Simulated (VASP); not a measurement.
Bi2Se3, 5 atoms in the cell. The structure is monoclinic, space group C2/m (No. 12). Conventional cell: a = 7.172 Å, b = 4.273 Å, c = 10.957 Å, α = 90.00°, β = 102.19°, γ = 90.00°. Within 3.8 Å of Bi (site symmetry m) lie 6 Se at 2.88 to 3.15 Å. Se (site symmetry 2/m) has 6 Bi at 3.12 to 3.15 Å and 12 Se at 4.17 to 4.35 Å within 4.4 Å. Se (site symmetry m) has 3 Bi at 2.88 to 2.92 Å within 3.8 Å.  This cell differs from its parent crystal: biaxial strain in the a-b plane: +2.0 %.

- Program: VASP 6.6.1
- Task: single point
- Functional: PBE
- Potentials or basis: VASP PAW PBE potentials, release 64 (Bi_d, Se)
- Cutoff: 520 eV
- k mesh: 6 × 6 × 6
- Occupations: gaussian, width 0.02 eV
- Spin: no spin polarisation
- Dipole correction: no
- Further INCAR settings: ALGO = Normal; EDIFF = 1e-06; NBANDS = 32

Potentials or basis: VASP PAW PBE potentials, release 64 (Bi_d, Se).

The run is started by

```console
$ cat potpaw_PBE.64/Bi_d/POTCAR potpaw_PBE.64/Se/POTCAR > POTCAR
$ mpirun -np 1 vasp_std > vasp.out
```

Hardware: 1 thread of Intel(R) Xeon(R) Platinum 8488C (Sapphire Rapids), with other jobs on the host.

Problem. Estimate the wall time of this run.

Solution. It took 35 min on 1 thread of Intel(R) Xeon(R) Platinum 8488C (Sapphire Rapids), on a shared host, peak memory 1.2 GiB. Counts: scf iterations 13, k points 68.
